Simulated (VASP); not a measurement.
# CuI (F-43m) in VASP: single point with PBEsol

Aim: the single point of CuI with PBEsol.

Everything below comes from runs of VASP 6.6.1. Logs are shortened: lines on timing, memory, paths and dates and some standing lists are left out, and cuts for length are marked.

**1. The cell of the first run**

The structure is cubic, space group F-43m (No. 216). Conventional cell: a = 6.063 Å, b = 6.063 Å, c = 6.063 Å, α = 90.00°, β = 90.00°, γ = 90.00°. Within 3.5 Å of Cu (site symmetry -43m) lie 4 I at 2.63 Å. Within 3.5 Å of I (site symmetry -43m) lie 4 Cu at 2.63 Å.

**2. Single point, PBEsol, collinear spin**

The input, INCAR:

```
  PREC = Accurate
  ENCUT = 520
  EDIFF = 1E-7
  ISMEAR = 0
  SIGMA = 0.1
  LREAL = F
  LASPH = T
  NELM = 150
  ALGO = Normal
  ISIF = 2
  LWAVE = F
  LCHARG = F
  ISPIN = 2
  MAGMOM = 1 0
  LORBIT = 11
  LMAXMIX = 4
  GGA = PS
  NBANDS = 20
```

The input, KPOINTS:

```
Automatic mesh
0
Gamma
  6 6 6
```

The input, POSCAR:

```
CuI
1.0
    0.0000000000      3.0315000000      3.0315000000
    3.0315000000      0.0000000000      3.0315000000
    3.0315000000      3.0315000000      0.0000000000
Cu I
1 1
Direct
    0.7500000000      0.7500000000      0.7500000000
    0.0000000000      0.0000000000      0.0000000000
```

Potentials or basis: VASP PAW PBE potentials, release 64 (Cu, I).

Command:

```
> cat potpaw_PBE.64/Cu/POTCAR potpaw_PBE.64/I/POTCAR > POTCAR
> mpirun -np 1 vasp_std > vasp.out
```

OUTCAR:

```text
PREC = Accurate
   ENCUT = 520
   EDIFF = 1E-7
   ISMEAR = 0
   LREAL = F
   LASPH = T
   NELM = 150
   ISIF = 2
   ISPIN = 2
   LORBIT = 11
   GGA = PS

 ion  position               nearest neighbor table
   1  0.750  0.750  0.750-   2 2.63   2 2.63   2 2.63   2 2.63
   2  0.000  0.000  0.000-   1 2.63   1 2.63   1 2.63   1 2.63

  LATTYP: Found a face centered cubic cell.
 ALAT       =     6.0630000000

  Lattice vectors:

 A1 = (   0.0000000000,   3.0315000000,   3.0315000000)
 A2 = (   3.0315000000,   0.0000000000,   3.0315000000)
 A3 = (   3.0315000000,   3.0315000000,   0.0000000000)

Analysis of symmetry for initial positions (statically):
=====================================================================
 Subroutine PRICEL returns:
 Original cell was already a primitive cell.

 Routine SETGRP: Setting up the symmetry group for a
 face centered cubic supercell.

 Subroutine GETGRP returns: Found 24 space group operations
 (whereof 24 operations were pure point group operations)
 out of a pool of 48 trial point group operations.

The static configuration has the point symmetry T_d .

Analysis of symmetry for dynamics (positions and initial velocities):
=====================================================================
 Subroutine PRICEL returns:
 Original cell was already a primitive cell.

 Routine SETGRP: Setting up the symmetry group for a
 face centered cubic supercell.

 Subroutine GETGRP returns: Found 24 space group operations
 (whereof 24 operations were pure point group operations)
 out of a pool of 48 trial point group operations.

The dynamic configuration has the point symmetry T_d .

Analysis of structural, dynamic, and magnetic symmetry:
=====================================================================
 Subroutine PRICEL returns:
 Original cell was already a primitive cell.

 Routine SETGRP: Setting up the symmetry group for a
 face centered cubic supercell.

 Subroutine GETGRP returns: Found 24 space group operations
 (whereof 24 operations were pure point group operations)
 out of a pool of 48 trial point group operations.

The overall configuration has the point symmetry T_d .

 Subroutine INISYM returns: Found 24 space group operations
 (whereof 24 operations are pure point group operations),
 and found     1 'primitive' translations

----------------------------------------------------------------------------------------

                                     Primitive cell

  volume of cell :      55.7189

  direct lattice vectors                    reciprocal lattice vectors
     0.000000000  3.031500000  3.031500000    -0.164934851  0.164934851  0.164934851
     3.031500000  0.000000000  3.031500000     0.164934851 -0.164934851  0.164934851
     3.031500000  3.031500000  0.000000000     0.164934851  0.164934851 -0.164934851

  length of vectors
     4.287188414  4.287188414  4.287188414     0.285675541  0.285675541  0.285675541

  position of ions in fractional coordinates (direct lattice)
     0.750000000  0.750000000  0.750000000
     0.000000000  0.000000000  0.000000000

  ion indices of the primitive-cell ions
   primitive index   ion index
                 1           1
                 2           2

----------------------------------------------------------------------------------------

 KPOINTS: Automatic mesh

Automatic generation of k-mesh.
 Grid dimensions read from file:
 generate k-points for:    6    6    6

 Generating k-lattice:

  Cartesian coordinates                     Fractional coordinates (reciprocal lattice)
    -0.027489142  0.027489142  0.027489142     0.166666667  0.000000000  0.000000000
     0.027489142 -0.027489142  0.027489142     0.000000000  0.166666667  0.000000000
     0.027489142  0.027489142 -0.027489142     0.000000000  0.000000000  0.166666667

  Length of vectors
     0.047612590  0.047612590  0.047612590

  Shift w.r.t. Gamma in fractional coordinates (k-lattice)
     0.000000000  0.000000000  0.000000000

 Subroutine IBZKPT returns following result:
 ===========================================

 Found     16 irreducible k-points:

 Following reciprocal coordinates:
            Coordinates               Weight
  0.000000  0.000000  0.000000      1.000000
  0.166667  0.000000  0.000000      8.000000
  0.333333  0.000000  0.000000      8.000000
  0.500000  0.000000  0.000000      4.000000
  0.166667  0.166667  0.000000      6.000000
  0.333333  0.166667  0.000000     24.000000
[... 8 lines left out ...]
 -0.333333  0.333333  0.166667     24.000000
 -0.333333  0.500000  0.166667     12.000000
   k-points           NKPTS =     16   k-points in BZ     NKDIM =     16   number of bands    NBANDS=     20
   number of dos      NEDOS =    301   number of ions     NIONS =      2
   total plane-waves  NPLWV =  32768
   dimension x,y,z NGX =    32 NGY =   32 NGZ =   32
   dimension x,y,z NGXF=    64 NGYF=   64 NGZF=   64
   ions per type =               1   1
   NGX,Y,Z   is equivalent  to a cutoff of  12.41, 12.41, 12.41 a.u.
   NGXF,Y,Z  is equivalent  to a cutoff of  24.82, 24.82, 24.82 a.u.
 SYSTEM =  unknown system
   PREC   = accura    normal or accurate (medium, high low for compatibility)
   ISTART =      0    job   : 0-new  1-cont  2-samecut
   ICHARG =      2    charge: 1-file 2-atom 10-const
   ISPIN  =      2    spin polarized calculation?
   LNONCOLLINEAR =      F non collinear calculations
   LSORBIT =      F    spin-orbit coupling
   LASPH  =      T    aspherical Exc in radial PAW
   ENCUT  =  520.0 eV  38.22 Ry    6.18 a.u.   7.97  7.97  7.97*2*pi/ulx,y,z
   NELM   =    150;   NELMIN=  2; NELMDL= -5     # of ELM steps
   EDIFF  = 0.1E-06   stopping-criterion for ELM
   LREAL  =      F    real-space projection
   EDIFFG = 0.1E-05   stopping-criterion for IOM
   NSW    =      0    number of steps for IOM
   IBRION =     -1    ionic relax: 0-MD 1-quasi-New 2-CG
   NFREE  =      0    steps in history (QN), initial steepest desc. (CG)
   ISIF   =      2    stress and relaxation
   ISYM   =      2    0-nonsym 1-usesym 2-fastsym
   POTIM  = 0.5000    time-step for ionic-motion
   TEBEG  =    0.0;   TEEND  =   0.0 temperature during run
   PSTRESS=    0.0 pullay stress
   NELECT =      18.0000    total number of electrons
   NUPDOWN=      -1.0000    fix difference up-down
   EMIN   =  10.00;   EMAX   =-10.00  energy-range for DOS
   EFERMI =   0.00;   METHOD = LEGACY
   ISMEAR =     0;   SIGMA  =   0.10  broadening in eV -4-tet -1-fermi 0-gaus
   EFERMI_NEDOS =   21; number of points for ismear=-14 and -15
   IALGO  =     38    algorithm
   IMIX   =      4    mixing-type and parameters
     AMIX     =   0.40;   BMIX     =  1.00
     AMIX_MAG =   1.60;   BMIX_MAG =  1.00
  volume/ion in A,a.u.               =      27.86       188.00
  Fermi-wavevector in a.u.,A,eV,Ry     =   1.123306  2.122741 17.168055  1.261816
  Thomas-Fermi vector in A             =   2.259971
   LORBIT       =     11    0 simple, 1 ext, 2 COOP (PROOUT), +10 PAW based schemes
   GGA     = PS    functional components
   LHFCALC =     F    Hartree Fock is set to
   AEXX    =    0.0000 exact exchange contribution
   IVDW    =     0    specifies the selected vdW correction
   LEPSILON=     F    determine dielectric tensor
   LRPA    =     F    only Hartree local field effects (RPA)
 spin polarized calculation
 Gauss-broadening in eV      SIGMA  =   0.10
  energy-cutoff  :      520.00
  volume of cell :       55.72
 maximum number of plane-waves:      1524
   NGX = 15   NGY = 15   NGZ = 15

 number of electron      18.0000014 magnetization       0.0000999

 number of electron      18.0000014 magnetization      -0.0000035

 Free energy of the ion-electron system (eV)
  ---------------------------------------------------
  ext. energy  EPLUGINS =         0.00000000
  ---------------------------------------------------
  free energy    TOTEN  =        -6.29197846 eV

  energy without entropy =       -6.29197846  energy(sigma->0) =       -6.29197846

 E-fermi :   4.7069     XC(G=0):  -9.1384

 val. band max:        4.2851050291   @ k =   0.0000   0.0000   0.0000
 cond. band min:       5.3123666561   @ k =   0.0000   0.0000   0.0000
 fundamental gap:      1.0272616271
 Fermi energy:         4.7068640006

 spin component 1

 k-point     1 :       0.0000    0.0000    0.0000
  band No.  band energies     occupation
      1      -9.7434      1.00000
      2       0.6400      1.00000
      3       0.6400      1.00000
      4       0.6400      1.00000
      5       2.4116      1.00000
      6       2.4116      1.00000
[... 12 lines left out ...]
     19      15.0260      0.00000
     20      17.8546      0.00000
[... 323 lines left out ...]
 k-point    16 :      -0.3333    0.5000    0.1667
  band No.  band energies     occupation
      1      -8.9967      1.00000
      2      -1.0162      1.00000
      3      -0.0019      1.00000
      4       0.4605      1.00000
      5       2.3633      1.00000
      6       2.3652      1.00000
[... 12 lines left out ...]
     19      20.1616      0.00000
     20      20.4438      0.00000
 Fermi energy:         4.7068640006

 spin component 2

 k-point     1 :       0.0000    0.0000    0.0000
  band No.  band energies     occupation
      1      -9.7434      1.00000
      2       0.6400      1.00000
      3       0.6400      1.00000
      4       0.6400      1.00000
      5       2.4116      1.00000
      6       2.4116      1.00000
[... 12 lines left out ...]
     19      15.0259      0.00000
     20      17.8544      0.00000
[... 323 lines left out ...]
 k-point    16 :      -0.3333    0.5000    0.1667
  band No.  band energies     occupation
      1      -8.9967      1.00000
      2      -1.0162      1.00000
      3      -0.0019      1.00000
      4       0.4605      1.00000
      5       2.3633      1.00000
      6       2.3652      1.00000
[... 12 lines left out ...]
     19      20.1616      0.00000
     20      20.4443      0.00000

------------------------ aborting loop because EDIFF is reached ----------------------------------------

  FORCE on cell =-STRESS in cart. coord.  units (eV):
  Direction    XX          YY          ZZ          XY          YZ          ZX
  --------------------------------------------------------------------------------------
  -------------------------------------------------------------------------------------
  Total       -0.8689366     -0.8689366     -0.8689366     -0.0000000      0.0000000     -0.0000000
  in kB      -24.9859562    -24.9859562    -24.9859562     -0.0000000      0.0000000     -0.0000000
  external PRESSURE =     -24.9859562 kB  Pullay stress =       0.0000000 kB

 VOLUME and BASIS-vectors are now :
 -----------------------------------------------------------------------------
  energy-cutoff  :      520.00
  volume of cell :       55.72
      direct lattice vectors                 reciprocal lattice vectors
     0.000000000  3.031500000  3.031500000    -0.164934851  0.164934851  0.164934851
     3.031500000  0.000000000  3.031500000     0.164934851 -0.164934851  0.164934851
     3.031500000  3.031500000  0.000000000     0.164934851  0.164934851 -0.164934851

 POSITION                                       TOTAL-FORCE (eV/Angst)
 -----------------------------------------------------------------------------------
      4.54725      4.54725      4.54725         0.000000     -0.000000      0.000000
      0.00000      0.00000      0.00000        -0.000000      0.000000     -0.000000
 -----------------------------------------------------------------------------------
    total drift:                               -0.000000     -0.000000     -0.000000

  FREE ENERGIE OF THE ION-ELECTRON SYSTEM (eV)
  ---------------------------------------------------
  free  energy   TOTEN  =        -6.2919784613 eV

  energy  without entropy=       -6.2919784613  energy(sigma->0) =       -6.29197846

 total charge

# of ion       s       p       d       tot
------------------------------------------
    1        0.330   0.263   9.328   9.921
    2        1.491   2.742   0.054   4.286
--------------------------------------------------
tot          1.821   3.005   9.381  14.207

 magnetization (x)

# of ion       s       p       d       tot
------------------------------------------
    1        0.000   0.000  -0.000  -0.000
    2       -0.000  -0.000   0.000  -0.000
--------------------------------------------------
tot          0.000  -0.000  -0.000  -0.000
```

It took 15 s on 1 thread of Intel Xeon Platinum 8481C at 2.70GHz (Sapphire Rapids), shared host; peak memory 0.21 GiB.

What came out:

```yaml
Free_energy: -6.2920 eV
Pressure: -2.5 GPa
Band_gap_on_the_k_mesh: 1.03 eV
Net_moment: 0.00 μB per cell
Valence_electrons_inside_the_program's_atomic_spheres: Cu 9.92; I 4.29
```

Caveat: the PAW data sets were made with another functional, which shifts forces and pressure a little; spin-orbit coupling is left out, which moves the levels of the heavy elements.
